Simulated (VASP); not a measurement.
Set up this calculation in VASP 6.6.1, as the native input.

| Item | Value |
| --- | --- |
| Task | single point |
| Functional | PBE0 |
| Potentials or basis | VASP PAW PBE potentials, release 64 (In_d, P) |
| Cutoff | 520 eV |
| k mesh | 4 × 4 × 4 |
| Occupations | fermi-dirac, width 0.05 eV |
| Spin | no spin polarisation |
| Dipole correction | no |
| Grid for exact exchange (PRECFOCK) | Normal |
| Further INCAR settings | ALGO = Normal; EDIFF = 1e-06; NBANDS = 16 |
| Share of exact exchange | 0.25 |

InP:

```xyz
2
Lattice="0.0000 2.8909 2.8909 2.8909 0.0000 2.8909 2.8909 2.8909 0.0000" Properties=species:S:1:pos:R:3 pbc="T T T"
In    0.0000    0.0000    0.0000
P     4.3363    4.3363    4.3363
```

These files were run (other wordings do the same):

POSCAR

```
InP
1.0
    0.0000000000      2.8908937935      2.8908937935
    2.8908937935      0.0000000000      2.8908937935
    2.8908937935      2.8908937935      0.0000000000
In P
1 1
Direct
    0.0000000000      0.0000000000      0.0000000000
    0.7500000000      0.7500000000      0.7500000000
```

INCAR.step1

```
SYSTEM = InP
PREC = Accurate
ENCUT = 520
EDIFF = 1E-5
ISMEAR = -1
SIGMA = 0.05
LREAL = .FALSE.
LASPH = .TRUE.
NELM = 60
ALGO = Normal
ISIF = 2
LWAVE = .TRUE.
LCHARG = .FALSE.
GGA = PE
NBANDS = 16
```

INCAR.step2

```
SYSTEM = InP
PREC = Accurate
ENCUT = 520
EDIFF = 1E-6
ISMEAR = -1
SIGMA = 0.05
LREAL = .FALSE.
LASPH = .TRUE.
NELM = 60
ALGO = Normal
ISIF = 2
LWAVE = .FALSE.
LCHARG = .FALSE.
GGA = PE
LHFCALC = .TRUE.
AEXX = 0.25
PRECFOCK = Normal
ISTART = 1
NBANDS = 16
```

KPOINTS

```
Automatic mesh
0
G
  4 4 4
  0 0 0
```

Potentials or basis: VASP PAW PBE potentials, release 64 (In_d, P).

Command:

```bash
$ cat potpaw_PBE.64/In_d/POTCAR potpaw_PBE.64/P/POTCAR > POTCAR
$ cp INCAR.step1 INCAR
$ mpirun -np 1 vasp_std > vasp.out
$ cp INCAR.step2 INCAR
$ mpirun -np 1 vasp_std > vasp.out
```

Results of the run:

```yaml
Pressure: 4.6 GPa
Band_gap_on_the_k_mesh: 2.50 eV
```

Caveat: the k points lie up to 0.47 Å⁻¹ apart; the PAW data sets were made with another functional, which shifts forces and pressure a little; spin-orbit coupling is left out, which moves the levels of the heavy elements.

It took 5.4 min on 1 thread of Intel(R) Xeon(R) Platinum 8375C CPU @ 2.90GHz (Ice Lake), with other jobs on the host, peak memory 0.17 GiB.
